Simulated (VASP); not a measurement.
Se, 2 atoms in the cell. The structure is hexagonal, space group P6_3/mmc (No. 194). The conventional cell has a = 3.595 Å, b = 3.595 Å, c = 3.914 Å, α = 90.00°, β = 90.00°, γ = 120.00°. Within 3.8 Å of Se (site symmetry -6m2) lie 12 Se at 2.85 to 3.59 Å. 

- Program: VASP 6.6.1
- Task: single point
- Functional: PBE
- Potentials or basis: VASP PAW PBE potentials, release 64 (Se)
- Cutoff: 520 eV
- k mesh: 6 × 6 × 4
- Occupations: fermi-dirac, width 0.01 eV
- Spin: no spin polarisation
- Dipole correction: no
- Further INCAR settings: ALGO = Normal; EDIFF = 1e-06; NBANDS = 13

Potentials or basis: VASP PAW PBE potentials, release 64 (Se).

Launch:

```console
$ cat potpaw_PBE.64/Se/POTCAR > POTCAR
$ mpirun -np 1 vasp_std > vasp.out
```

Hardware: 1 thread of Intel(R) Xeon(R) Platinum 8259CL CPU @ 2.50GHz (Skylake/Cascade Lake) (shared host).

Problem. Estimate the wall time of this run.

Solution. Wall time 8.6 s on 1 thread of Intel(R) Xeon(R) Platinum 8259CL CPU @ 2.50GHz (Skylake/Cascade Lake) (shared host), peak memory 0.15 GiB. Counts: scf iterations 10, k points 21.
